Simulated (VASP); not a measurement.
**SnSb2: single point with r2SCAN**

The system is SnSb2.

```
Sn Sb
1.0
     2.00446    1.15728    6.05399
    -2.00446    1.15728    6.05399
     0.00000   -2.31456    6.05399
Sn Sb
1 2
Direct
  0.00000 0.00000 0.00000
  0.75000 0.75000 0.75000
  0.25000 0.25000 0.25000
```

- Program: VASP 6.6.1
- Task: single point
- Functional: r2SCAN
- Potentials or basis: VASP PAW PBE potentials, release 64 (Sn_d, Sb)
- Cutoff: 520 eV
- k mesh: 6 × 6 × 6
- Occupations: gaussian, width 0.1 eV
- Spin: no spin polarisation

```json
{
 "Pressure": "12.6 GPa",
 "Largest force": "2.918 eV/Å",
 "Band gap on the k mesh": "zero (bands 12 and 13 overlap by 1.19 eV)"
}
```

Forces on the atoms (eV/Å):
```
Sn   0.000  0.000  0.000
Sb   0.000  0.000  2.918
Sb   0.000  0.000 -2.918
```

Stress tensor (GPa, compression positive):
```
12.78  0.00  0.00
 0.00 12.78  0.00
 0.00  0.00 12.19
```

Levels at points of the mesh, in eV from the Fermi level:
```
           k point  band 9  band 10  band 11  band 12  band 13  band 14  band 15  band 16
(0.00, 0.00, 0.00)   -0.65    -0.65     0.17     0.17     1.63     1.87     2.84     3.75
(0.50, 0.00, 0.00)   -4.95    -3.10    -2.54    -1.57    -0.24     0.70     2.96     6.87
(0.50, 0.50, 0.00)   -5.63    -3.36    -1.83    -0.53     0.74     1.36     3.67     4.15
(0.50, 0.50, 0.50)   -2.01    -0.90    -0.90     0.49     0.49     2.60     3.08     3.76
```

Run time: 3.8 min on 1 thread of Intel(R) Xeon(R) Platinum 8488C (Sapphire Rapids), on a shared host, peak memory 0.38 GiB.

Caveat: the cell stands under pressure; the PAW data sets were made with another functional, which shifts forces and pressure a little; spin-orbit coupling is left out, which moves the levels of the heavy elements.
